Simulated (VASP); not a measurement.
A run of VASP 6.6.1 is set up as follows.

Contents of INCAR:

```
PREC = Accurate
ENCUT = 500
EDIFF = 1E-6
ISMEAR = 0
SIGMA = 0.01
LREAL = F
LASPH = T
NELM = 120
ALGO = Normal
ISIF = 2
LWAVE = F
LCHARG = F
GGA = PE
NBANDS = 16
GGA_COMPAT = F
```

The input KPOINTS:

```
regular mesh
0
Gamma
  3 3 3
```

File POSCAR:

```
ZnS
1.0
    0.0000000000      2.6936828773      2.6936828773
    2.6936828773      0.0000000000      2.6936828773
    2.6936828773      2.6936828773      0.0000000000
Zn S
1 1
Direct
    0.0000000000      0.0000000000      0.0000000000
    0.2500000000      0.2500000000      0.2500000000
```

Potentials or basis: VASP PAW PBE potentials, release 64 (Zn, S).

Run with:

```bash
$ cat potpaw_PBE.64/Zn/POTCAR potpaw_PBE.64/S/POTCAR > POTCAR
$ mpirun -np 1 vasp_std > vasp.out
```

Question: Predict the pressure.

Answer: 3.8 GPa.

Question: What does it give for the band gap on the k mesh?

Answer: 2.12 eV, direct.

Caveat: the k points lie up to 0.67 Å⁻¹ apart. Expect the measured gap to be larger: semilocal functionals such as PBE lack the derivative discontinuity.
